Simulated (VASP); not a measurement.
Here is a VASP 6.6.1 calculation.

The input INCAR:

```
PREC = Accurate
ENCUT = 600
EDIFF = 1E-6
ISMEAR = -1
SIGMA = 0.03
LREAL = False
LASPH = True
NELM = 80
ALGO = Normal
ISIF = 3
LWAVE = False
LCHARG = False
GGA = PS
IBRION = 2
NSW = 100
EDIFFG = -0.01
```

The input KPOINTS:

```
Automatic mesh
0
Gamma
  6 6 4
```

The input POSCAR:

```
CaSiH6
1.0
    2.6994176200     -2.6753733800      0.0000000000
    2.6994176200      2.6753733800      0.0000000000
   -0.0010450700      0.0000000000      7.1976782100
Ca Si H
1 1 6
Direct
    0.9245849900      0.9245849900      0.7429305800
    0.0652468400      0.0652468400      0.2428590400
    0.5198060200      0.0249316100      0.2411817000
    0.0249316100      0.5198060200      0.2411817000
    0.4858080100      0.9745134600      0.7413075900
    0.9745134600      0.4858080100      0.7413075900
    0.0032263500      0.0032263500      0.4933676900
    0.0018837100      0.0018837100      0.9898650900
```

Potentials or basis: VASP PAW PBE potentials, release 64 (Ca_sv, Si, H).

Launch:

```sh
$ cat potpaw_PBE.64/Ca_sv/POTCAR potpaw_PBE.64/Si/POTCAR potpaw_PBE.64/H/POTCAR > POTCAR
$ mpirun -np 1 vasp_std > vasp.out
```

**Question.** Predict the space group after relaxing (to 0.1 Å).

**Answer.** Amm2 (No. 38).

**Question.** Predict the relaxed cell.

**Answer.** a = 4.296 Å, b = 4.296 Å, c = 7.340 Å, α = 90.02°, β = 90.02°, γ = 90.48°.

**Question.** Estimate the relaxed volume.

**Answer.** 16.93 Å³/atom.

Step by step:
| step | energy change (eV) | largest force (eV/Å) | pressure (GPa) | volume (Å³) |
| --- | --- | --- | --- | --- |
| 1 | 0.0000 | 4.1283 | 2.37 | 103.96 |
| 2 | -2.1523 | 2.7132 | 0.67 | 106.86 |
| 3 | -2.2484 | 3.0522 | 1.57 | 107.69 |
| 4 | -3.3219 | 2.9321 | 5.19 | 111.36 |
| 5 | -3.3519 | 3.0923 | 6.19 | 112.01 |
| 6 | -3.7579 | 3.2768 | 3.76 | 124.33 |
| 7 | -3.9074 | 1.5264 | 4.25 | 120.23 |
| 8 | -4.1546 | 0.8193 | -0.79 | 132.05 |
| 9 | -4.1577 | 0.7558 | -0.35 | 130.79 |
| 10 | -4.2264 | 0.5377 | -0.07 | 131.60 |
| 11 | -4.2311 | 0.8883 | 0.05 | 131.87 |
| 12 | -4.2775 | 0.3101 | 0.34 | 132.44 |
| 13 | -4.2874 | 0.2970 | 0.56 | 132.83 |
| 14 | -4.2999 | 0.1684 | 0.10 | 133.88 |
| 15 | -4.3041 | 0.1823 | -0.35 | 134.96 |
| 16 | -4.3091 | 0.1162 | -0.24 | 134.76 |
| 17 | -4.3098 | 0.2407 | -0.18 | 134.65 |
| 18 | -4.3134 | 0.0902 | -0.02 | 134.31 |
| 19 | -4.3144 | 0.1066 | 0.12 | 134.01 |
| 20 | -4.3164 | 0.1001 | 0.07 | 134.02 |
| 21 | -4.3201 | 0.0916 | -0.08 | 134.03 |
| 22 | -4.3176 | 0.3001 | -0.37 | 134.03 |
| 23 | -4.3207 | 0.1570 | -0.17 | 134.03 |
| 24 | -4.3226 | 0.0852 | -0.08 | 133.85 |
| 25 | -4.3238 | 0.1935 | 0.07 | 133.57 |
| 26 | -4.3252 | 0.0417 | 0.19 | 133.50 |
| 27 | -4.3253 | 0.0391 | 0.24 | 133.47 |
| 28 | -4.3261 | 0.0279 | 0.16 | 133.79 |
| 29 | -4.3269 | 0.0566 | 0.00 | 134.57 |
| 30 | -4.3271 | 0.0452 | 0.03 | 134.75 |
| 31 | -4.3271 | 0.0437 | 0.03 | 134.72 |
| 32 | -4.3273 | 0.0192 | 0.07 | 134.89 |
| 33 | -4.3273 | 0.0196 | 0.07 | 134.91 |
| 34 | -4.3274 | 0.0221 | 0.03 | 135.14 |
| 35 | -4.3275 | 0.0273 | -0.02 | 135.39 |
| 36 | -4.3275 | 0.0327 | -0.02 | 135.53 |
| 37 | -4.3275 | 0.0097 | -0.02 | 135.47 |

Caveat: the volume moved by over 15 % at a fixed basis, so the end points are rough; the PAW data sets were made with another functional, which shifts forces and pressure a little.
